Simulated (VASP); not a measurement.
## Zr: relaxation of cell and atoms with LDA

Crystal: Zr.

```xyz
2
Lattice="0.0000 2.6559 2.6559 2.6559 0.0000 2.6559 2.6559 2.6559 0.0000" Properties=species:S:1:pos:R:3 pbc="T T T"
Zr   -0.6640   -0.6640   -0.6640
Zr    0.6640    0.6640    0.6640
```

This isn't the form of Zr at room conditions, which is hcp.

```
Program                : VASP 6.6.1
Task                   : relaxation of cell and atoms
Functional             : LDA
Potentials or basis    : VASP PAW LDA potentials, release 64 (Zr_sv)
Cutoff                 : 600 eV
k mesh                 : 12 × 12 × 12
Occupations            : fermi-dirac, width 0.08 eV
Spin                   : no spin polarisation
Target pressure        : 38 GPa
Dipole correction      : no
Further INCAR settings : ALGO = Normal; EDIFF = 1e-06; IBRION = 2; EDIFFG = -0.005; NSW = 32; ISIF = 3
```

```yaml
Relaxed_volume: 18.84 Å³/atom
Relaxed_cell: a = 3.763 Å, b = 3.763 Å, c = 3.763 Å, α = 60.00°, β = 60.00°, γ = 60.00°
Space_group_after_relaxing_to_0.1_Å: Fd-3m (No. 227)
Energy_change_on_relaxing_the_run_minimises_the_enthalpy: -25.5 meV/atom
Ionic_steps: 3
Pressure_after_relaxing: 38.0 GPa
Band_gap_on_the_k_mesh: zero (bands 12 and 13 overlap by 1.92 eV)
```

Step by step:
| step | energy change (eV) | largest force (eV/Å) | pressure (GPa) | volume (Å³) |
| --- | --- | --- | --- | --- |
| 1 | 0.0000 | 0.0000 | 39.16 | 37.47 |
| 2 | -0.1721 | 0.0000 | 35.21 | 38.21 |
| 3 | -0.0510 | 0.0000 | 37.99 | 37.68 |

Final structure:
```xyz
2
Lattice="0.0000 2.6609 2.6609 2.6609 0.0000 2.6609 2.6609 2.6609 0.0000" Properties=species:S:1:pos:R:3 pbc="T T T"
Zr    4.6565    4.6565    4.6565
Zr    0.6652    0.6652    0.6652
```

Levels at points of the mesh, in eV from the Fermi level:
| k point | band 10 | band 11 | band 12 | band 13 | band 14 | band 15 |
| --- | --- | --- | --- | --- | --- | --- |
| (0.00, 0.00, 0.00) | -2.50 | -2.50 | -0.02 | -0.02 | -0.02 | 3.58 |
| (0.50, 0.00, 0.00) | -2.16 | -2.16 | -1.35 | -0.90 | -0.90 | 2.56 |
| (0.50, 0.50, 0.00) | -3.93 | -0.89 | -0.89 | 1.60 | 1.60 | 2.83 |

Wall time 3.4 min on 1 thread of Intel Xeon 8259CL, on a shared host, peak memory 0.18 GiB.

Caveat: the cell is relaxed towards a set pressure, so the run minimises the enthalpy, not the energy.
